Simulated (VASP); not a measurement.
# SnSe (Cc) in VASP: single point with PBEsol

Aim: the single point of SnSe with PBEsol.

Program: VASP 6.6.1. These are calculated values, not measurements. Logs are shortened: lines on timing, memory, paths and dates and some standing lists are left out, and cuts for length are marked.

### Step 1. The cell of the first run

Symmetry: Cc, No. 9, monoclinic system. Conventional cell: a = 4.271 Å, b = 11.749 Å, c = 4.177 Å, α = 90.00°, β = 91.70°, γ = 90.00°. Within 3.7 Å of Sn (site symmetry 1) lie 6 Se at 2.84 to 3.59 Å and 2 Sn at 3.62 Å. Within 3.7 Å of Se (site symmetry 1) lie 6 Sn at 2.84 to 3.59 Å.

### Step 2. Single point, PBEsol (strained and its atoms moved)

INCAR

```
SYSTEM = SnSe
PREC = Accurate ; ENCUT = 520
EDIFF = 1E-6 ; ISMEAR = 0
SIGMA = 0.02 ; LREAL = .FALSE.
LASPH = .TRUE. ; NELM = 100
ALGO = Normal ; ISIF = 2
LWAVE = .FALSE. ; LCHARG = .FALSE.
GGA = PS ; NBANDS = 28
```

KPOINTS

```
regular mesh
0
G
  8 8 6
  0 0 0
```

POSCAR

```
SnSe
1.0
    2.1354110500     -5.8742713000      0.0313337000
    2.1354110500      5.8742713000      0.0313337000
    0.0627837200      0.0000000000      4.1768877600
Sn Se
2 2
Direct
    0.8945445764      0.1456950881      0.2532047995
    0.1456950881      0.8945445764      0.7532047995
    0.6102860638      0.3494742717      0.2467952005
    0.3494742717      0.6102860638      0.7467952005
```

Potentials or basis: VASP PAW PBE potentials, release 64 (Sn_d, Se).

Started as:

```console
cat potpaw_PBE.64/Sn_d/POTCAR potpaw_PBE.64/Se/POTCAR > POTCAR
mpirun -np 1 vasp_std > vasp.out
```

OUTCAR:

```text
SYSTEM = SnSe
   PREC = Accurate
   ENCUT = 520
   EDIFF = 1E-6
   ISMEAR = 0
   LREAL = .FALSE.
   LASPH = .TRUE.
   NELM = 100
   ISIF = 2
   GGA = PS

 ion  position               nearest neighbor table
   1  0.895  0.146  0.253-   4 2.84   3 2.87   4 2.89   4 3.05   4 3.18   2 3.62   2 3.62
   2  0.146  0.895  0.753-   3 2.84   4 2.87   3 2.89   3 3.05   3 3.18   1 3.62   1 3.62
   3  0.610  0.349  0.247-   2 2.84   1 2.87   2 2.89   2 3.05   2 3.18
   4  0.349  0.610  0.747-   1 2.84   2 2.87   1 2.89   1 3.05   1 3.18

  LATTYP: Found a base centered monoclinic cell.
 ALAT       =     4.2712818466
 B/A-ratio  =     2.7505894066
 C/A-ratio  =     0.9780107568
 COS(beta)  =    -0.0296980492

  Lattice vectors:

 A1 = (  -2.1354110500,   5.8742713000,  -0.0313337000)
 A2 = (  -2.1354110500,  -5.8742713000,  -0.0313337000)
 A3 = (   0.0627837200,   0.0000000000,   4.1768877600)

Analysis of symmetry for initial positions (statically):
=====================================================================
 Subroutine PRICEL returns:
 Original cell was already a primitive cell.

 Routine SETGRP: Setting up the symmetry group for a
 base centered monoclinic supercell.

 Subroutine GETGRP returns: Found  2 space group operations
 (whereof  1 operations were pure point group operations)
 out of a pool of  4 trial point group operations.

The static configuration has the point symmetry C_1 .
 The point group associated with its full space group is C_1h.

Analysis of symmetry for dynamics (positions and initial velocities):
=====================================================================
 Subroutine PRICEL returns:
 Original cell was already a primitive cell.

 Routine SETGRP: Setting up the symmetry group for a
 base centered monoclinic supercell.

 Subroutine GETGRP returns: Found  2 space group operations
 (whereof  1 operations were pure point group operations)
 out of a pool of  4 trial point group operations.

The dynamic configuration has the point symmetry C_1 .
 The point group associated with its full space group is C_1h.

 Subroutine INISYM returns: Found  2 space group operations
 (whereof  1 operations are pure point group operations),
 and found     1 'primitive' translations

----------------------------------------------------------------------------------------

                                     Primitive cell

  volume of cell :     104.7665

  direct lattice vectors                    reciprocal lattice vectors
     2.135411050 -5.874271300  0.031333700     0.234198612 -0.085116940 -0.003520291
     2.135411050  5.874271300  0.031333700     0.234198612  0.085116940 -0.003520291
     0.062783720  0.000000000  4.176887760    -0.003513769  0.000000000  0.239465522

  length of vectors
     6.250442021  6.250442021  4.177359591     0.249211308  0.249211308  0.239491300

  position of ions in fractional coordinates (direct lattice)
     0.894544576  0.145695088  0.253204799
     0.145695088  0.894544576  0.753204799
     0.610286064  0.349474272  0.246795201
     0.349474272  0.610286064  0.746795201

  ion indices of the primitive-cell ions
   primitive index   ion index
                 1           1
                 2           2
                 3           3
                 4           4

----------------------------------------------------------------------------------------

 KPOINTS: regular mesh

Automatic generation of k-mesh.
 Grid dimensions read from file:
 generate k-points for:    8    8    6

 Generating k-lattice:

  Cartesian coordinates                     Fractional coordinates (reciprocal lattice)
     0.029274826 -0.010639618 -0.000440036     0.125000000 -0.000000000  0.000000000
     0.029274826  0.010639618 -0.000440036    -0.000000000  0.125000000  0.000000000
    -0.000585628  0.000000000  0.039910920     0.000000000  0.000000000  0.166666667

  Length of vectors
     0.031151413  0.031151413  0.039915217

  Shift w.r.t. Gamma in fractional coordinates (k-lattice)
     0.000000000  0.000000000  0.000000000

 Subroutine IBZKPT returns following result:
 ===========================================

 Found    114 irreducible k-points:

 Following reciprocal coordinates:
            Coordinates               Weight
  0.000000  0.000000  0.000000      1.000000
  0.125000 -0.000000 -0.000000      4.000000
  0.250000 -0.000000 -0.000000      4.000000
  0.375000 -0.000000 -0.000000      4.000000
  0.500000 -0.000000 -0.000000      2.000000
  0.125000  0.125000 -0.000000      2.000000
[... 16 lines left out ...]
  0.125000 -0.000000  0.166667      4.000000
  0.250000 -0.000000  0.166667      4.000000
 [... further k-points ...]
   k-points           NKPTS =    114   k-points in BZ     NKDIM =    114   number of bands    NBANDS=     28
   number of dos      NEDOS =    301   number of ions     NIONS =      4
   total plane-waves  NPLWV =  73728
   dimension x,y,z NGX =    48 NGY =   48 NGZ =   32
   dimension x,y,z NGXF=    96 NGYF=   96 NGZF=   64
   ions per type =               2   2
   NGX,Y,Z   is equivalent  to a cutoff of  12.77, 12.77, 12.74 a.u.
   NGXF,Y,Z  is equivalent  to a cutoff of  25.53, 25.53, 25.47 a.u.
 SYSTEM =  SnSe
   PREC   = accura    normal or accurate (medium, high low for compatibility)
   ISTART =      0    job   : 0-new  1-cont  2-samecut
   ICHARG =      2    charge: 1-file 2-atom 10-const
   ISPIN  =      1    spin polarized calculation?
   LNONCOLLINEAR =      F non collinear calculations
   LSORBIT =      F    spin-orbit coupling
   LASPH  =      T    aspherical Exc in radial PAW
   ENCUT  =  520.0 eV  38.22 Ry    6.18 a.u.  11.62 11.62  7.77*2*pi/ulx,y,z
   NELM   =    100;   NELMIN=  2; NELMDL= -5     # of ELM steps
   EDIFF  = 0.1E-05   stopping-criterion for ELM
   LREAL  =      F    real-space projection
   EDIFFG = 0.1E-04   stopping-criterion for IOM
   NSW    =      0    number of steps for IOM
   IBRION =     -1    ionic relax: 0-MD 1-quasi-New 2-CG
   NFREE  =      0    steps in history (QN), initial steepest desc. (CG)
   ISIF   =      2    stress and relaxation
   ISYM   =      2    0-nonsym 1-usesym 2-fastsym
   POTIM  = 0.5000    time-step for ionic-motion
   TEBEG  =    0.0;   TEEND  =   0.0 temperature during run
   PSTRESS=    0.0 pullay stress
   NELECT =      40.0000    total number of electrons
   NUPDOWN=      -1.0000    fix difference up-down
   EMIN   =  10.00;   EMAX   =-10.00  energy-range for DOS
   EFERMI =   0.00;   METHOD = LEGACY
   ISMEAR =     0;   SIGMA  =   0.02  broadening in eV -4-tet -1-fermi 0-gaus
   EFERMI_NEDOS =   21; number of points for ismear=-14 and -15
   IALGO  =     38    algorithm
   IMIX   =      4    mixing-type and parameters
     AMIX     =   0.40;   BMIX     =  1.00
     AMIX_MAG =   1.60;   BMIX_MAG =  1.00
  volume/ion in A,a.u.               =      26.19       176.75
  Fermi-wavevector in a.u.,A,eV,Ry     =   1.187647  2.244327 19.191087  1.410505
  Thomas-Fermi vector in A             =   2.323794
   LORBIT       =      0    0 simple, 1 ext, 2 COOP (PROOUT), +10 PAW based schemes
   GGA     = PS    functional components
   LHFCALC =     F    Hartree Fock is set to
   AEXX    =    0.0000 exact exchange contribution
   IVDW    =     0    specifies the selected vdW correction
   LEPSILON=     F    determine dielectric tensor
   LRPA    =     F    only Hartree local field effects (RPA)
 non-spin polarized calculation
 Gauss-broadening in eV      SIGMA  =   0.02
  energy-cutoff  :      520.00
  volume of cell :      104.77
 maximum number of plane-waves:      2839
 NGX is ok and might be reduce to    48
   NGX = 23   NGY = 23   NGZ = 15

 number of electron      39.9999995 magnetization

 Free energy of the ion-electron system (eV)
  ---------------------------------------------------
  ext. energy  EPLUGINS =         0.00000000
  ---------------------------------------------------
  free energy    TOTEN  =       -17.82958912 eV

  energy without entropy =      -17.82958912  energy(sigma->0) =      -17.82958912

 E-fermi :   5.7760     XC(G=0):  -9.9935

 val. band max:        5.6944996976   @ k =   0.2500   0.1250  -0.0000
 cond. band min:       5.8625870935   @ k =   0.3750   0.3750  -0.0000
 fundamental gap:      0.1680873959
 Fermi energy:         5.7760089553

 k-point     1 :       0.0000    0.0000    0.0000
  band No.  band energies     occupation
      1     -15.7459      2.00000
      2     -15.7357      2.00000
      3     -15.7261      2.00000
      4     -15.7173      2.00000
      5     -15.7151      2.00000
      6     -15.7126      2.00000
[... 20 lines left out ...]
     27      11.1642      0.00000
     28      11.7934      0.00000

 k-point     2 :       0.1250   -0.0000   -0.0000
  band No.  band energies     occupation
      1     -15.7446      2.00000
      2     -15.7354      2.00000
      3     -15.7250      2.00000
      4     -15.7182      2.00000
      5     -15.7144      2.00000
      6     -15.7128      2.00000
[... 20 lines left out ...]
     27      10.9482      0.00000
     28      11.8679      0.00000

 k-point     3 :       0.2500   -0.0000   -0.0000
  band No.  band energies     occupation
      1     -15.7412      2.00000
      2     -15.7351      2.00000
      3     -15.7230      2.00000
      4     -15.7196      2.00000
      5     -15.7163      2.00000
      6     -15.7142      2.00000
[... 20 lines left out ...]
     27      11.3864      0.00000
     28      12.2561      0.00000

 k-point     4 :       0.3750   -0.0000   -0.0000
  band No.  band energies     occupation
      1     -15.7376      2.00000
      2     -15.7350      2.00000
      3     -15.7241      2.00000
      4     -15.7196      2.00000
      5     -15.7177      2.00000
      6     -15.7147      2.00000
[... 20 lines left out ...]
     27      12.7362      0.00000
     28      13.0537      0.00000

 k-point     5 :       0.5000   -0.0000   -0.0000
  band No.  band energies     occupation
      1     -15.7365      2.00000
      2     -15.7345      2.00000
      3     -15.7249      2.00000
      4     -15.7211      2.00000
      5     -15.7171      2.00000
      6     -15.7144      2.00000
[... 20 lines left out ...]
     27      13.3796      0.00000
     28      13.8121      0.00000

 k-point     6 :       0.1250    0.1250   -0.0000
  band No.  band energies     occupation
      1     -15.7421      2.00000
      2     -15.7357      2.00000
      3     -15.7222      2.00000
      4     -15.7188      2.00000
      5     -15.7160      2.00000
      6     -15.7137      2.00000
[... 463 lines left out ...]
      5     -15.7138      2.00000
      6     -15.7113      2.00000
[... 20 lines left out ...]
     27      11.5158      0.00000
     28      11.9543      0.00000

 k-point    22 :       0.0000    0.0000    0.1667
  band No.  band energies     occupation
      1     -15.7435      2.00000
      2     -15.7321      2.00000
      3     -15.7269      2.00000
      4     -15.7199      2.00000
      5     -15.7178      2.00000
      6     -15.7105      2.00000
[... 20 lines left out ...]
     27      10.5353      0.00000
     28      12.5515      0.00000

 k-point    23 :       0.1250   -0.0000    0.1667
  band No.  band energies     occupation
      1     -15.7428      2.00000
      2     -15.7314      2.00000
      3     -15.7272      2.00000
      4     -15.7203      2.00000
      5     -15.7180      2.00000
      6     -15.7112      2.00000
[... 20 lines left out ...]
     27      11.5495      0.00000
     28      12.5162      0.00000

 k-point    24 :       0.2500   -0.0000    0.1667
  band No.  band energies     occupation
      1     -15.7414      2.00000
      2     -15.7307      2.00000
      3     -15.7289      2.00000
      4     -15.7195      2.00000
      5     -15.7184      2.00000
      6     -15.7128      2.00000
[... 20 lines left out ...]
     27      12.1367      0.00000
     28      12.4279      0.00000

 [... further k-points ...]

------------------------ aborting loop because EDIFF is reached ----------------------------------------

  FORCE on cell =-STRESS in cart. coord.  units (eV):
  Direction    XX          YY          ZZ          XY          YZ          ZX
  --------------------------------------------------------------------------------------
  -------------------------------------------------------------------------------------
  Total       -0.3437211     -2.4503941      0.2098985      0.0000000      0.0000000     -1.1773309
  in kB       -5.2564711    -37.4734799      3.2099432      0.0000000      0.0000000    -18.0047304
  external PRESSURE =     -13.1733359 kB  Pullay stress =       0.0000000 kB

 VOLUME and BASIS-vectors are now :
 -----------------------------------------------------------------------------
  energy-cutoff  :      520.00
  volume of cell :      104.77
      direct lattice vectors                 reciprocal lattice vectors
     2.135411050 -5.874271300  0.031333700     0.234198612 -0.085116940 -0.003520291
     2.135411050  5.874271300  0.031333700     0.234198612  0.085116940 -0.003520291
     0.062783720  0.000000000  4.176887760    -0.003513769  0.000000000  0.239465522

 POSITION                                       TOTAL-FORCE (eV/Angst)
 -----------------------------------------------------------------------------------
      2.23724     -4.39895      1.09020        -0.030240      0.306763      0.043813
      2.26863      4.39895      3.17865        -0.030240     -0.306763      0.043813
      2.06498     -1.53208      1.06091         0.030240     -0.557434     -0.043813
      2.09637      1.53208      3.14935         0.030240      0.557434     -0.043813
 -----------------------------------------------------------------------------------
    total drift:                               -0.000410      0.000000      0.000664

  FREE ENERGIE OF THE ION-ELECTRON SYSTEM (eV)
  ---------------------------------------------------
  free  energy   TOTEN  =       -17.8295891216 eV

  energy  without entropy=      -17.8295891216  energy(sigma->0) =      -17.82958912
```

Run time: 4.9 min. Hardware: 1 thread of AMD EPYC 7R43 (Zen 3), shared host; peak memory 0.41 GiB.

Results:

| Quantity | Value |
| --- | --- |
| Free energy | -17.8296 eV |
| Pressure | -1.3 GPa |
| Largest force | 0.560 eV/Å |
| Band gap on the k mesh | 0.17 eV, indirect (least direct gap 0.38 eV) |

Forces in eV/Å, atoms in the order of the input:
```
Sn  -0.030  0.307  0.044
Sn  -0.030 -0.307  0.044
Se   0.030 -0.557 -0.044
Se   0.030  0.557 -0.044
```

Stress tensor (GPa, compression positive):
```
-0.53  0.00 -1.80
 0.00 -3.75  0.00
-1.80  0.00  0.32
```

Caveat: the cell differs from its parent crystal (strained and its atoms moved); the PAW data sets were made with another functional, which shifts forces and pressure a little; spin-orbit coupling is left out, which moves the levels of the heavy elements.
